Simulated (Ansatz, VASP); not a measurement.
MoS2 in VASP and in Ansatz

INCAR

```
PREC = Accurate ; ENCUT = 500
EDIFF = 1E-6 ; ISMEAR = 0
SIGMA = 0.05 ; LREAL = False
LASPH = True ; NELM = 120
ALGO = Normal ; ISIF = 2
LWAVE = False ; LCHARG = False
GGA = PE ; IVDW = 12
NBANDS = 20 ; GGA_COMPAT = False
```

File KPOINTS:

```
Automatic mesh
0
Gamma
  12 12 4
```

File POSCAR:

```
MoS2
1.0
    3.2381765630      0.0000000000      0.0000000000
   -1.6190882815      2.8043431655      0.0000000000
    0.0000000000      0.0000000000      6.2856245265
Mo S
1 2
Direct
    0.0000000000      0.0000000000      0.0000000000
    0.3333333333      0.6666666667      0.2734172850
    0.3333333333      0.6666666667      0.7265827150
```

Input for Ansatz:

```yaml
crystal:
  lattice:
    - [3.238176563, 0.0, 0.0]
    - [-1.6190882815, 2.8043431655, 0.0]
    - [0.0, 0.0, 6.2856245265]
  atoms:
    - { symbol: Mo, position: [0.0, 0.0, 0.0] }
    - { symbol: S, position: [0.3333333333, 0.6666666667, 0.273417285] }
    - { symbol: S, position: [0.3333333333, 0.6666666667, 0.726582715] }
basis:
  ecutwfc: 420
kpoints:
  mp_grid: { grid: [12, 12, 4] }
hamiltonian:
  xc: pbe
  dispersion: d3bj
scf:
  occupations: { method: gaussian, width: 0.05 }
output:
  forces: true
  stress: true
  eigenvalues: true
```

Alike in both runs: task single point; functional PBE; dispersion D3(BJ); k mesh 12 × 12 × 4; occupations gaussian, width 0.05 eV; no spin polarisation.

|  | VASP | Ansatz |
| --- | --- | --- |
| version | VASP 6.6.1 | Ansatz 0.2.0 |
| potentials or method | VASP PAW PBE potentials, release 64 (Mo_sv, S), cutoff 500 eV | scalar-relativistic, plane waves, PAW |
| valence electrons in the cell | 26 | 26 |

Ansatz gave:

| Property | Result |
| --- | --- |
| gap on the k mesh at the Fermi level (eV) | 0.44 |
| least direct gap on the mesh (eV) | 1.29 |
| pressure (GPa) | -14.9 |
| traceless stress, the component that is largest in VASP (GPa) | -3.15 |
| rms of the force components (eV/Å) | 1.534 |

Q: Which values does VASP return?

A: gap on the k mesh at the Fermi level (eV): 0.45; least direct gap on the mesh (eV): 1.30; pressure (GPa): -14.9; traceless stress, the component that is largest in VASP (GPa): -3.15; rms of the force components (eV/Å): 1.538.

Atom by atom the forces differ by 0.004 eV/Å (rms over components).
